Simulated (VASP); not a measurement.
ZnO, 4 atoms in the cell. Symmetry: P6_3mc, No. 186, hexagonal system. The conventional cell has a = 3.017 Å, b = 3.017 Å, c = 4.870 Å, α = 90.00°, β = 90.00°, γ = 120.00°. Within 2.4 Å of Zn (site symmetry 3m) lie 4 O at 1.84 to 1.85 Å. O (site symmetry 3m) has 4 Zn at 1.84 to 1.85 Å within 2.4 Å.  This cell differs from its parent crystal: strain -0.080 along x and y, -0.080 along z.

```yaml
Program: VASP 6.6.1
Task: single point
Functional: PBE
Potentials_or_basis: VASP PAW PBE potentials, release 64 (Zn, O)
Cutoff: 520 eV
k_mesh: 12 × 12 × 6
Occupations: gaussian, width 0.05 eV
Spin: no spin polarisation
Dipole_correction: no
Further_INCAR_settings: ALGO = Normal; EDIFF = 1e-07; NBANDS = 26
```

Potentials or basis: VASP PAW PBE potentials, release 64 (Zn, O).

Command:

```console
$ cat potpaw_PBE.64/Zn/POTCAR potpaw_PBE.64/O/POTCAR > POTCAR
$ mpirun -np 1 vasp_std > vasp.out
```

Hardware: 1 thread of Intel Xeon 8259CL (shared host).

Problem. How long does it take, and how much memory?

Solution. Run time: 88 s on 1 thread of Intel Xeon 8259CL, on a shared host, peak memory 0.2 GiB. Counts: scf iterations 16, k points 76.
